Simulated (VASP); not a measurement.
Runs of VASP 6.6.1 on Be. The structure is that of space group Fd-3m (No. 227), or close to it. The cells are those of the table. 

| task | cell | cutoff (eV) | gap on the mesh (eV) | pressure (GPa) |
| --- | --- | --- | --- | --- |
| relaxation of cell and atoms | relaxed to 20 GPa from a = 3.097 Å, angles 60.0°, 2 atoms | 600 | none | 19.9 |
| single point | a = 3.235 Å, angles 60.0°, 2 atoms | 520 | none | (a) |
| relaxation of cell and atoms | relaxed to 10 GPa from a = 3.097 Å, angles 60.0°, 2 atoms | 600 | none | 9.9 |
| single point | a = 3.312 Å, angles 60.0°, 2 atoms | 520 | none | 5.2 |
| relaxation of cell and atoms | relaxed from a = 3.097 Å, angles 60.0°, 2 atoms | 600 | none | 0.1 |

Alike in all rows: level LDA; potentials or basis VASP PAW LDA potentials, release 64 (Be); no spin polarisation; k mesh 10 × 10 × 10; smearing fermi-dirac 0.05 eV.

Estimate the missing entries.

(a) 10.2.

Caveats: the cell is relaxed towards a set pressure, so the enthalpy falls and the energy may rise (some runs).

A gap of «none» marks levels without a gap at the run's occupations.
